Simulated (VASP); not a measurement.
# Mn: single point with BLYP

The system is Mn.

```
Mn
1.0
     0.00000    2.40361    2.40361
     2.40361    0.00000    2.40361
     2.40361    2.40361    0.00000
Mn
2
Direct
  0.12500 0.12500 0.12500
  0.87500 0.87500 0.87500
```

This cell differs from its parent crystal: volume scaled by 0.88.

* Program: VASP 6.6.1
* Task: single point
* Functional: BLYP
* Potentials or basis: VASP PAW PBE potentials, release 64 (Mn_pv)
* Cutoff: 520 eV
* k mesh: 12 × 12 × 12
* Occupations: fermi-dirac, width 0.1 eV
* Spin: no spin polarisation
* Dipole correction: no
* Further INCAR settings: ALGO = Normal; EDIFF = 1e-06; NBANDS = 20

- Pressure: 23.1 GPa
- Band gap on the k mesh: zero (band 13 reaches 7.96 eV, above the bottom of band 14 at 7.28 eV)

Levels at points of the mesh, in eV from the Fermi level:
```
           k point  band 10  band 11  band 12  band 13  band 14  band 15  band 16  band 17
(0.00, 0.00, 0.00)    -1.90    -1.90    -1.90     0.41     0.41     0.41     2.51     2.51
(0.50, 0.00, 0.00)    -2.28    -1.98    -1.98    -0.31     1.18     1.18     2.14     2.14
(0.50, 0.50, 0.00)    -1.89    -0.49    -0.49     0.00     0.00     2.37     2.37     3.94
```

Wall time 38 s on 1 thread of Intel(R) Xeon(R) Platinum 8488C (Sapphire Rapids) (shared host), peak memory 0.16 GiB.

Caveat: the PAW data sets were made with another functional, which shifts forces and pressure a little; the run has no spin polarisation, though such a crystal can be magnetic. Spin polarisation is off, so any magnetic state and its effect on volume and gap are missing.
